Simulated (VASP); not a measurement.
# Na (Pm-3m) in VASP: notebook

Runs on Na. Level: PBEsol. Tasks: single point.

All numbers are computed with VASP 6.6.1; they aren't measurements. Logs are shortened: lines on timing, memory, paths and dates and some standing lists are left out, and cuts for length are marked.

## 1. The cell of the first run

It takes space group Pm-3m (No. 221, cubic). The conventional cell has a = 3.519 Å, b = 3.519 Å, c = 3.519 Å, α = 90.00°, β = 90.00°, γ = 90.00°. Within 4.6 Å of Na (site symmetry m-3m) lie 6 Na at 3.52 Å.

## 2. Single point, PBEsol (volume scaled by 1.12)

File INCAR:

```
SYSTEM = Na
  PREC = Accurate
  ENCUT = 520
  EDIFF = 1E-6
  ISMEAR = -1
  SIGMA = 0.1
  LREAL = .FALSE.
  LASPH = .TRUE.
  NELM = 60
  ALGO = Normal
  ISIF = 2
  LWAVE = .FALSE.
  LCHARG = .FALSE.
  GGA = PS
  NBANDS = 10
```

File KPOINTS:

```
Automatic mesh
0
G
  11 11 11
  0 0 0
```

File POSCAR:

```
Na
1.0
    3.5187937020      0.0000000000      0.0000000000
    0.0000000000      3.5187937020      0.0000000000
    0.0000000000      0.0000000000      3.5187937020
Na
1
Direct
    0.0000000000      0.0000000000      0.0000000000
```

Potentials or basis: VASP PAW PBE potentials, release 64 (Na_pv).

Started as:

```
$ cat potpaw_PBE.64/Na_pv/POTCAR > POTCAR
$ mpirun -np 1 vasp_std > vasp.out
```

OUTCAR:

```text
SYSTEM = Na
   PREC = Accurate
   ENCUT = 520
   EDIFF = 1E-6
   ISMEAR = -1
   LREAL = .FALSE.
   LASPH = .TRUE.
   NELM = 60
   ISIF = 2
   GGA = PS

 ion  position               nearest neighbor table
   1  0.000  0.000  0.000-

  LATTYP: Found a simple cubic cell.
 ALAT       =     3.5187937020

  Lattice vectors:

 A1 = (   3.5187937020,   0.0000000000,   0.0000000000)
 A2 = (   0.0000000000,   3.5187937020,   0.0000000000)
 A3 = (   0.0000000000,   0.0000000000,   3.5187937020)

Analysis of symmetry for initial positions (statically):
=====================================================================
 Subroutine PRICEL returns:
 Original cell was already a primitive cell.

 Routine SETGRP: Setting up the symmetry group for a
 simple cubic supercell.

 Subroutine GETGRP returns: Found 48 space group operations
 (whereof 48 operations were pure point group operations)
 out of a pool of 48 trial point group operations.

The static configuration has the point symmetry O_h .

Analysis of symmetry for dynamics (positions and initial velocities):
=====================================================================
 Subroutine PRICEL returns:
 Original cell was already a primitive cell.

 Routine SETGRP: Setting up the symmetry group for a
 simple cubic supercell.

 Subroutine GETGRP returns: Found 48 space group operations
 (whereof 48 operations were pure point group operations)
 out of a pool of 48 trial point group operations.

The dynamic configuration has the point symmetry O_h .

 Subroutine INISYM returns: Found 48 space group operations
 (whereof 48 operations are pure point group operations),
 and found     1 'primitive' translations

----------------------------------------------------------------------------------------

                                     Primitive cell

  volume of cell :      43.5694

  direct lattice vectors                    reciprocal lattice vectors
     3.518793702  0.000000000  0.000000000     0.284188300  0.000000000  0.000000000
     0.000000000  3.518793702  0.000000000     0.000000000  0.284188300  0.000000000
     0.000000000  0.000000000  3.518793702     0.000000000  0.000000000  0.284188300

  length of vectors
     3.518793702  3.518793702  3.518793702     0.284188300  0.284188300  0.284188300

  position of ions in fractional coordinates (direct lattice)
     0.000000000  0.000000000  0.000000000

  ion indices of the primitive-cell ions
[... 72 lines left out ...]
   ENCUT  =  520.0 eV  38.22 Ry    6.18 a.u.   6.54  6.54  6.54*2*pi/ulx,y,z
   NELM   =     60;   NELMIN=  2; NELMDL= -5     # of ELM steps
   EDIFF  = 0.1E-05   stopping-criterion for ELM
   LREAL  =      F    real-space projection
   EDIFFG = 0.1E-04   stopping-criterion for IOM
   NSW    =      0    number of steps for IOM
   IBRION =     -1    ionic relax: 0-MD 1-quasi-New 2-CG
   NFREE  =      0    steps in history (QN), initial steepest desc. (CG)
   ISIF   =      2    stress and relaxation
   ISYM   =      2    0-nonsym 1-usesym 2-fastsym
   POTIM  = 0.5000    time-step for ionic-motion
   TEBEG  =    0.0;   TEEND  =   0.0 temperature during run
   PSTRESS=    0.0 pullay stress
   NELECT =       7.0000    total number of electrons
   NUPDOWN=      -1.0000    fix difference up-down
   EMIN   =  10.00;   EMAX   =-10.00  energy-range for DOS
   EFERMI =   0.00;   METHOD = LEGACY
   ISMEAR =    -1;   SIGMA  =   0.10  broadening in eV -4-tet -1-fermi 0-gaus
   EFERMI_NEDOS =   21; number of points for ismear=-14 and -15
   IALGO  =     38    algorithm
   IMIX   =      4    mixing-type and parameters
     AMIX     =   0.40;   BMIX     =  1.00
     AMIX_MAG =   1.60;   BMIX_MAG =  1.00
  volume/ion in A,a.u.               =      43.57       294.02
  Fermi-wavevector in a.u.,A,eV,Ry     =   0.889980  1.681819 10.776697  0.792065
  Thomas-Fermi vector in A             =   2.011611
   LORBIT       =      0    0 simple, 1 ext, 2 COOP (PROOUT), +10 PAW based schemes
   GGA     = PS    functional components
   LHFCALC =     F    Hartree Fock is set to
   AEXX    =    0.0000 exact exchange contribution
   IVDW    =     0    specifies the selected vdW correction
   LEPSILON=     F    determine dielectric tensor
   LRPA    =     F    only Hartree local field effects (RPA)
 non-spin polarized calculation
  energy-cutoff  :      520.00
  volume of cell :       43.57
 maximum number of plane-waves:      1193
 NGX is ok and might be reduce to    28
   NGX = 13   NGY = 13   NGZ = 13

 number of electron       6.9999980 magnetization

 Free energy of the ion-electron system (eV)
  ---------------------------------------------------
  ext. energy  EPLUGINS =         0.00000000
  ---------------------------------------------------
  free energy    TOTEN  =        -1.27713109 eV

  energy without entropy =       -1.25938889  energy(sigma->0) =       -1.26825999

 E-fermi :  -0.1254     XC(G=0):  -6.0843

 val. band max:       -0.1346185369   @ k =   0.3636   0.2727   0.1818
 cond. band min:      -0.0368290656   @ k =   0.4545   0.1818   0.0909
 fundamental gap:      0.0977894712
 Fermi energy:        -0.1253952481

 k-point     1 :       0.0000    0.0000    0.0000
  band No.  band energies     occupation
      1     -25.1688      2.00000
      2     -25.1688      2.00000
      3     -25.1688      2.00000
      4      -3.0649      2.00000
      5       7.7180      0.00000
      6       7.7180      0.00000
      7       8.7977      0.00000
      8       8.7977      0.00000
      9       8.7977      0.00000
     10      11.4398      0.00000
[... 287 lines left out ...]
 k-point    24 :       0.2727    0.0909    0.0909
  band No.  band energies     occupation
      1     -25.1880      2.00000
      2     -25.1697      2.00000
      3     -25.1696      2.00000
      4      -1.9380      2.00000
      5       3.4317      0.00000
      6       7.1616      0.00000
      7       8.2606      0.00000
      8      11.1808      0.00000
      9      12.3485      0.00000
     10      12.7018      0.00000

 [... further k-points ...]
[... 5 lines left out ...]
  --------------------------------------------------------------------------------------
  -------------------------------------------------------------------------------------
  Total       -0.1547872     -0.1547872     -0.1547872      0.0000000     -0.0000000      0.0000000
  in kB       -5.6919904     -5.6919904     -5.6919904      0.0000000     -0.0000000      0.0000000
  external PRESSURE =      -5.6919904 kB  Pullay stress =       0.0000000 kB

 VOLUME and BASIS-vectors are now :
 -----------------------------------------------------------------------------
  energy-cutoff  :      520.00
  volume of cell :       43.57
      direct lattice vectors                 reciprocal lattice vectors
     3.518793702  0.000000000  0.000000000     0.284188300  0.000000000  0.000000000
     0.000000000  3.518793702  0.000000000     0.000000000  0.284188300  0.000000000
     0.000000000  0.000000000  3.518793702     0.000000000  0.000000000  0.284188300

 POSITION                                       TOTAL-FORCE (eV/Angst)
 -----------------------------------------------------------------------------------
      0.00000      0.00000      0.00000         0.000000      0.000000      0.000000
 -----------------------------------------------------------------------------------
    total drift:                               -0.000000     -0.000000     -0.000000

  FREE ENERGIE OF THE ION-ELECTRON SYSTEM (eV)
  ---------------------------------------------------
  free  energy   TOTEN  =        -1.2771310883 eV

  energy  without entropy=       -1.2593888852  energy(sigma->0) =       -1.26825999
```

Run time: 5.8 s. Hardware: 1 thread of Intel Xeon 6975P-C (Granite Rapids), shared host; peak memory 0.15 GiB.

Results:

* Free energy: -1.2771 eV
* Pressure: -0.6 GPa

Caveat: the cell differs from its parent crystal (volume scaled by 1.12); the PAW data sets were made with another functional, which shifts forces and pressure a little.

## 3. Single point, PBEsol

This run uses another cell than the first one, of 38.90 Å³/atom, 0.893 times its volume.

File INCAR:

```
PREC = Accurate
ENCUT = 520
EDIFF = 1E-6
ISMEAR = -1
SIGMA = 0.1
LREAL = False
LASPH = True
NELM = 60
ALGO = Normal
ISIF = 2
LWAVE = False
LCHARG = True
GGA = PS
LELF = True
LVHAR = True
NBANDS = 10
```

File KPOINTS:

```
regular mesh
0
Gamma
  15 15 15
```

File POSCAR:

```
Na
1.0
    3.3883463640      0.0000000000      0.0000000000
    0.0000000000      3.3883463640      0.0000000000
    0.0000000000      0.0000000000      3.3883463640
Na
1
Direct
    0.0000000000      0.0000000000      0.0000000000
```

Potentials or basis: VASP PAW PBE potentials, release 64 (Na_pv).

Started as:

```
$ cat potpaw_PBE.64/Na_pv/POTCAR > POTCAR
$ mpirun -np 1 vasp_std > vasp.out
```

OUTCAR:

```text
PREC = Accurate
   ENCUT = 520
   EDIFF = 1E-6
   ISMEAR = -1
   LREAL = False
   LASPH = True
   NELM = 60
   ISIF = 2
   GGA = PS

 ion  position               nearest neighbor table
   1  0.000  0.000  0.000-

  LATTYP: Found a simple cubic cell.
 ALAT       =     3.3883463640

  Lattice vectors:

 A1 = (   3.3883463640,   0.0000000000,   0.0000000000)
 A2 = (   0.0000000000,   3.3883463640,   0.0000000000)
 A3 = (   0.0000000000,   0.0000000000,   3.3883463640)

Analysis of symmetry for initial positions (statically):
=====================================================================
 Subroutine PRICEL returns:
 Original cell was already a primitive cell.

 Routine SETGRP: Setting up the symmetry group for a
 simple cubic supercell.

 Subroutine GETGRP returns: Found 48 space group operations
 (whereof 48 operations were pure point group operations)
 out of a pool of 48 trial point group operations.

The static configuration has the point symmetry O_h .

Analysis of symmetry for dynamics (positions and initial velocities):
[... 156 lines left out ...]

 E-fermi :   0.1801     XC(G=0):  -6.3701

 val. band max:        0.1643818867   @ k =   0.3333   0.3333   0.1333
 cond. band min:       0.2774403893   @ k =   0.4000   0.2667   0.1333
 fundamental gap:      0.1130585027
 Fermi energy:         0.1800837712

 k-point     1 :       0.0000    0.0000    0.0000
  band No.  band energies     occupation
      1     -24.8055      2.00000
      2     -24.8055      2.00000
      3     -24.8055      2.00000
      4      -2.9974      2.00000
      5       8.4795      0.00000
      6       8.4795      0.00000
      7       9.8086      0.00000
      8       9.8086      0.00000
      9       9.8086      0.00000
     10      12.7500      0.00000
[... 287 lines left out ...]
 k-point    24 :       0.3333    0.2000    0.0000
  band No.  band energies     occupation
      1     -24.8416      2.00000
      2     -24.8193      2.00000
      3     -24.8009      2.00000
      4      -0.9867      1.99998
      5       3.2440      0.00000
      6       6.5867      0.00000
      7      10.3036      0.00000
      8      11.4559      0.00000
      9      12.3174      0.00000
     10      15.1606      0.00000

 [... further k-points ...]
[... 5 lines left out ...]
  --------------------------------------------------------------------------------------
  -------------------------------------------------------------------------------------
  Total       -0.0053774     -0.0053774     -0.0053774     -0.0000000      0.0000000      0.0000000
  in kB       -0.2214739     -0.2214739     -0.2214739     -0.0000000      0.0000000      0.0000000
  external PRESSURE =      -0.2214739 kB  Pullay stress =       0.0000000 kB

 VOLUME and BASIS-vectors are now :
 -----------------------------------------------------------------------------
  energy-cutoff  :      520.00
  volume of cell :       38.90
      direct lattice vectors                 reciprocal lattice vectors
     3.388346364  0.000000000  0.000000000     0.295129214  0.000000000  0.000000000
     0.000000000  3.388346364  0.000000000     0.000000000  0.295129214  0.000000000
     0.000000000  0.000000000  3.388346364     0.000000000  0.000000000  0.295129214

 POSITION                                       TOTAL-FORCE (eV/Angst)
 -----------------------------------------------------------------------------------
      0.00000      0.00000      0.00000         0.000000      0.000000      0.000000
 -----------------------------------------------------------------------------------
    total drift:                               -0.000000     -0.000000     -0.000000

  FREE ENERGIE OF THE ION-ELECTRON SYSTEM (eV)
  ---------------------------------------------------
  free  energy   TOTEN  =        -1.2861745041 eV

  energy  without entropy=       -1.2697285227  energy(sigma->0) =       -1.27795151
```

OSZICAR:

```text
N       E                     dE             d eps       ncg     rms          rms(c)
DAV:   1     0.269048091999E+02    0.26905E+02   -0.37504E+03  2414   0.579E+02
DAV:   2    -0.683671944731E+00   -0.27588E+02   -0.27455E+02  2466   0.144E+02
DAV:   3    -0.128571282705E+01   -0.60204E+00   -0.60157E+00  2964   0.237E+01
DAV:   4    -0.129047697726E+01   -0.47642E-02   -0.47636E-02  2806   0.197E+00
DAV:   5    -0.129054982099E+01   -0.72844E-04   -0.72843E-04  2722   0.241E-01    0.258E-01
DAV:   6    -0.128766472812E+01    0.28851E-02   -0.32187E-03  2894   0.810E-01    0.158E-01
DAV:   7    -0.128627587863E+01    0.13888E-02   -0.33539E-03  3088   0.723E-01    0.490E-02
DAV:   8    -0.128617374178E+01    0.10214E-03   -0.28601E-04  2736   0.290E-01    0.321E-03
DAV:   9    -0.128617450406E+01   -0.76228E-06   -0.88199E-07  1844   0.106E-02
   1 F= -.12861745E+01 E0= -.12779515E+01  d E =-.164460E-01
```

It took 11 s on 1 thread of Intel Xeon 6975P-C (Granite Rapids), shared host; peak memory 0.16 GiB.

What came out:

```
Free energy : -1.2862 eV
Pressure    : 0.0 GPa
```

Levels at points of the mesh, in eV from the Fermi level:
```csv
k point,band 1,band 2,band 3,band 4,band 5,band 6,band 7,band 8,band 9
"(0.00, 0.00, 0.00)",-24.99,-24.99,-24.99,-3.18,8.30,8.30,9.63,9.63,9.63
```

Caveat: the PAW data sets were made with another functional, which shifts forces and pressure a little.
